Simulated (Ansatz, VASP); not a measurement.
# GaSb3 in VASP and in Ansatz

```
CELL_PARAMETERS angstrom
5.95164 0.00000 0.00000
0.00000 5.95164 0.00000
0.00000 0.00000 5.95164
ATOMIC_POSITIONS crystal
Ga 0.00000 0.00000 0.00000
Ga 0.50000 0.50000 0.50000
Sb 0.25000 0.00000 0.50000
Sb 0.75000 0.00000 0.50000
Sb 0.50000 0.25000 0.00000
Sb 0.50000 0.75000 0.00000
Sb 0.00000 0.50000 0.25000
Sb 0.00000 0.50000 0.75000
```

Alike in both runs: functional PBE; k mesh 3 × 3 × 3; occupations gaussian, width 0.2 eV; no spin polarisation.

Ansatz relaxed the structure, and its values are those at the end. VASP's run is a single point on that final structure, the one shown.

```csv
,VASP,Ansatz
version,VASP 6.6.1,Ansatz 0.2.0
potentials or method,"VASP PAW PBE potentials, release 64 (Ga_d, Sb), cutoff 500 eV","scalar-relativistic, plane waves, PAW"
valence electrons in the cell,56,116
```

```tsv
	VASP	Ansatz	Ansatz less VASP
gap on the k mesh at the Fermi level (eV)	none	none	-
pressure (GPa)	0.5	0.6	+0.07
```

A gap of «none» marks a metal or a gap that the smearing closes. The functional is the same, so the differences come from potentials, cutoffs and numerics. VASP's potentials hold 56 valence electrons a cell and Ansatz's 116, so a difference there can come from the potentials and not from the codes.

Spin-orbit coupling is off throughout.
